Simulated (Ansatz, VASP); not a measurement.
**One calculation of MoS2, two programs**

```
Mo S
1.0
     3.16900    0.00000    0.00000
    -1.58450    2.74443    0.00000
     0.00000    0.00000   12.32400
Mo S
2 4
Direct
  0.33333 0.66667 0.25000
  0.66667 0.33333 0.75000
  0.33333 0.66667 0.62300
  0.66667 0.33333 0.12300
  0.33333 0.66667 0.87700
  0.66667 0.33333 0.37700
```

Alike in both runs: task single point; functional r2SCAN; dispersion D3(BJ); k mesh 6 × 6 × 2; occupations gaussian, width 0.1 eV; no spin polarisation.

|  | VASP | Ansatz |
| --- | --- | --- |
| version | VASP 6.6.1 | Ansatz 0.2.0 |
| potentials or method | VASP PAW PBE potentials, release 64 (Mo_sv, S), cutoff 520 eV | scalar-relativistic, plane waves, PAW |
| valence electrons in the cell | 52 | 52 |

|  | VASP | Ansatz | Ansatz less VASP |
| --- | --- | --- | --- |
| gap on the k mesh at the Fermi level (eV) | 1.00 | 0.99 | -0.012 |
| least direct gap on the mesh (eV) | 1.77 | 1.76 | -0.008 |
| pressure (GPa) | -1.0 | -1.1 | -0.06 |
| traceless stress, the component that is largest in VASP (GPa) | -0.87 | -0.82 | +0.056 |
| rms of the force components (eV/Å) | 0.108 | 0.110 | +0.0020 |

VASP's potentials were made for PBE, not for r2SCAN. Atom by atom the forces differ by 0.002 eV/Å (rms over components). Ansatz's warnings: dispersion damping borrowed.
